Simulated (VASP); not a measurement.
H4Os:

```
H Os
1.0
     2.13421   -2.96466    0.00000
     2.13421    2.96466    0.00000
     0.00000    0.00000    2.57436
H Os
4 1
Direct
  0.70316 0.29684 0.00000
  0.29684 0.70316 0.00000
  0.71517 0.71517 0.50000
  0.28483 0.28483 0.50000
  0.00000 0.00000 0.00000
```

| Quantity | Value |
| --- | --- |
| Program | VASP 6.6.1 |
| Task | relaxation of cell and atoms |
| Functional | PBE |
| Potentials or basis | VASP PAW PBE potentials, release 64 (H, Os) |
| Cutoff | 600 eV |
| k mesh | 6 × 6 × 6 |
| Occupations | gaussian, width 0.1 eV |
| Spin | no spin polarisation |

At the start: pressure 1.7 GPa; volume 6.52 Å³/atom.

Task: Where does the relaxation end?

Result: Over 21 steps the energy falls by 160.6 meV/atom and the volume is 5.87 Å³/atom (-10.0 %); space group Cmmm (No. 65, to 0.05 Å).

The path:
| step | energy change (eV) | largest force (eV/Å) | pressure (GPa) | volume (Å³) |
| --- | --- | --- | --- | --- |
| 1 | 0.0000 | 0.1369 | 1.66 | 32.58 |
| 2 | -0.0410 | 0.2688 | -1.70 | 32.89 |
| 3 | -0.0622 | 0.4341 | -4.37 | 33.18 |
| 4 | -0.0786 | 0.7383 | -8.73 | 33.72 |
| 5 | -0.0970 | 0.7301 | -8.81 | 33.66 |
| 6 | -0.1511 | 0.7553 | -9.05 | 33.49 |
| 7 | -0.2539 | 0.9105 | -9.40 | 33.09 |
| 8 | -0.4058 | 1.2108 | -8.00 | 32.08 |
| 9 | -0.5138 | 0.9770 | -5.02 | 31.28 |
| 10 | -0.5931 | 0.5216 | 2.33 | 29.89 |
| 11 | -0.6411 | 0.3685 | 0.60 | 29.98 |
| 12 | -0.7330 | 0.0776 | -4.14 | 30.20 |
| 13 | -0.6242 | 0.9260 | -11.04 | 30.55 |
| 14 | -0.7451 | 0.2398 | -5.90 | 30.29 |
| 15 | -0.7850 | 0.2336 | -2.61 | 29.62 |
| 16 | -0.7942 | 0.2251 | -0.19 | 29.20 |
| 17 | -0.7944 | 0.2237 | 0.22 | 29.13 |
| 18 | -0.8000 | 0.1036 | 0.24 | 29.18 |
| 19 | -0.8018 | 0.0888 | 0.30 | 29.23 |
| 20 | -0.8027 | 0.0411 | 0.25 | 29.29 |
| 21 | -0.8029 | 0.0137 | 0.22 | 29.33 |

Final structure:
```xyz
5
Lattice="1.9116 -2.5188 0.0000 1.9116 2.5188 0.0000 0.0000 0.0000 3.0458" Properties=species:S:1:pos:R:3 pbc="T T T"
H     1.9116   -0.7411    0.0000
H     1.9116    0.7411    0.0000
H     2.9201    0.0000    1.5229
H     0.9030    0.0000    1.5229
Os    0.0000    0.0000    3.0458
```

Caveat: the k points lie up to 0.34 Å⁻¹ apart in the final cell.
